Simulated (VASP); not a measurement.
Input of a VASP 6.6.1 run:

Contents of POSCAR:

```
Y
1.0
    3.6808463851      0.0000000000      0.0000000000
   -1.8404231926      3.1877064770      0.0000000000
    0.0000000000      0.0000000000      5.7206466204
Y
2
Direct
    0.3333333333      0.6666666667      0.2500000000
    0.6666666667      0.3333333333      0.7500000000
```

Contents of INCAR.step1:

```
PREC = Accurate ; ENCUT = 520
ISMEAR = -1 ; SIGMA = 0.1
LREAL = False ; LASPH = True
NELM = 80 ; NBANDS = 18
GGA = PE ; ALGO = Normal
EDIFF = 1E-4 ; LWAVE = True
LCHARG = False
```

Contents of INCAR.step2:

```
PREC = Accurate ; ENCUT = 520
EDIFF = 1E-6 ; ISMEAR = -1
SIGMA = 0.1 ; LREAL = False
LASPH = True ; NELM = 80
ALGO = Normal ; ISIF = 2
LWAVE = False ; LCHARG = False
METAGGA = R2SCAN ; LMIXTAU = True
NBANDS = 18 ; ISTART = 1
```

File KPOINTS:

```
regular mesh
0
Gamma
  4 4 2
```

Potentials or basis: VASP PAW PBE potentials, release 64 (Y_sv).

Run with:

```console
$ cat potpaw_PBE.64/Y_sv/POTCAR > POTCAR
$ cp INCAR.step1 INCAR
$ mpirun -np 1 vasp_std > vasp.out
$ cp INCAR.step2 INCAR
$ mpirun -np 1 vasp_std > vasp.out
```

(1) Estimate the pressure.

(2) What does it give for the band gap on the k mesh?

Results:

(1) 0.7 GPa.

(2) zero (band 11 reaches 4.03 eV, above the bottom of band 12 at 2.52 eV).

Caveat: the k points lie up to 0.55 Å⁻¹ apart; the PAW data sets were made with another functional, which shifts forces and pressure a little.
